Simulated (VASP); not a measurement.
Set up this calculation in VASP 6.6.1, as the native input.

```
Task                   : electric field gradients
Functional             : PBEsol
Potentials or basis    : VASP PAW PBE potentials, release 64 (Ti_sv, B)
Cutoff                 : 520 eV
k mesh                 : 17 × 17 × 17
Occupations            : fermi-dirac, width 0.05 eV
Spin                   : no spin polarisation
Dipole correction      : no
Further INCAR settings : ALGO = Normal; EDIFF = 1e-08; NBANDS = 14
```

The structure of TiB lies in POSCAR:

```
TiB
1.0
    0.0000000000      2.4534163122      2.4534163122
    2.4534163122      0.0000000000      2.4534163122
    2.4534163122      2.4534163122      0.0000000000
Ti B
1 1
Direct
    0.2500000000      0.2500000000      0.2500000000
    0.0000000000      0.0000000000      0.0000000000
```

One way to write it, as run:

INCAR

```
ALGO = Normal
EDIFF = 1E-8
ENCUT = 520
GGA = PS
ISIF = 2
ISMEAR = -1
LASPH = T
LCHARG = F
LEFG = T
LREAL = F
LWAVE = F
NBANDS = 14
NELM = 100
PREC = Accurate
SIGMA = 0.05
```

KPOINTS

```
k-points
0
Gamma
  17 17 17
```

Potentials or basis: VASP PAW PBE potentials, release 64 (Ti_sv, B).

Command:

```bash
$ cat potpaw_PBE.64/Ti_sv/POTCAR potpaw_PBE.64/B/POTCAR > POTCAR
$ mpirun -np 1 vasp_std > vasp.out
```

Results of the run:

* Pressure: 0.1 GPa

Caveat: without QUAD_EFG the Cq values of the log hold for a quadrupole moment of 1 mb, not for the nuclei; the PAW data sets were made with another functional, which shifts forces and pressure a little.

Run time: 61 s on 1 thread of Intel(R) Xeon(R) Platinum 8488C (Sapphire Rapids) (shared host), peak memory 0.21 GiB.
